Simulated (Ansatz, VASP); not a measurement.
One calculation of K4Mg3MnF12, two programs

```xyz
20
Lattice="3.9897 3.9897 0.0000 -3.9897 3.9897 0.0000 0.0000 0.0000 7.9794" Properties=species:S:1:pos:R:3 pbc="T T T"
K     1.9949    1.9949    2.0150
K     1.9949    1.9949    5.9644
K    -1.9949    1.9949    2.0150
K    -1.9949    1.9949    5.9644
Mn    0.0000    0.0000    7.9794
Mg    0.0000    0.0000    3.9897
Mg    0.0000    3.9897    7.9794
Mg    0.0000    3.9897    3.9897
F    -1.9313    3.9897    7.9794
F    -1.9912    3.9897    3.9897
F     1.9313    3.9897    7.9794
F     1.9912    3.9897    3.9897
F     0.0000    2.0584    7.9794
F     0.0000    1.9985    3.9897
F     0.0000    5.9210    7.9794
F     0.0000    5.9809    3.9897
F     0.0000    0.0000    2.0666
F     0.0000    0.0000    5.9128
F     0.0000    3.9897    2.0077
F     0.0000    3.9897    5.9717
```

Alike in both runs: task single point; functional PBEsol; k mesh 3 × 3 × 2; occupations gaussian, width 0.05 eV; collinear spin; Hubbard terms Mn d U = 3.5 eV.

|  | VASP | Ansatz |
| --- | --- | --- |
| version | VASP 6.6.1 | Ansatz 0.2.0 |
| potentials or method | VASP PAW PBE potentials, release 64 (K_sv, Mn_pv, Mg, F), cutoff 520 eV | scalar-relativistic, plane waves, PAW |
| valence electrons in the cell | 139 | 165 |

|  | VASP | Ansatz | Ansatz less VASP |
| --- | --- | --- | --- |
| gap on the k mesh at the Fermi level (eV) | 2.27 | 3.82 | +1.554 |
| least direct gap on the mesh (eV) | 2.27 | 3.83 | +1.560 |
| pressure (GPa) | -0.1 | 1.3 | +1.42 |
| traceless stress, the component that is largest in VASP (GPa) | 0.73 | 0.05 | -0.682 |
| rms of the force components (eV/Å) | 0.302 | 0.196 | -0.1055 |
| net moment per atom (μB) | 0.05 | 0.05 | 0.000 |
| size of the moment on the site where the two differ most (μB) | 0.95 | 0.84 | -0.119 |

VASP's potentials were made for PBE, not for PBEsol. Site moments also hang on the region over which each program counts them. The programs project onto different local orbitals, so the same U acts differently, and such runs can settle in different states. Atom by atom the forces differ by 0.115 eV/Å (rms over components). VASP's potentials hold 139 valence electrons a cell and Ansatz's 165, so a difference there can come from the potentials and not from the codes. Ansatz's warnings: specified occupation not kept, symmetry narrowed by occupation matrices.
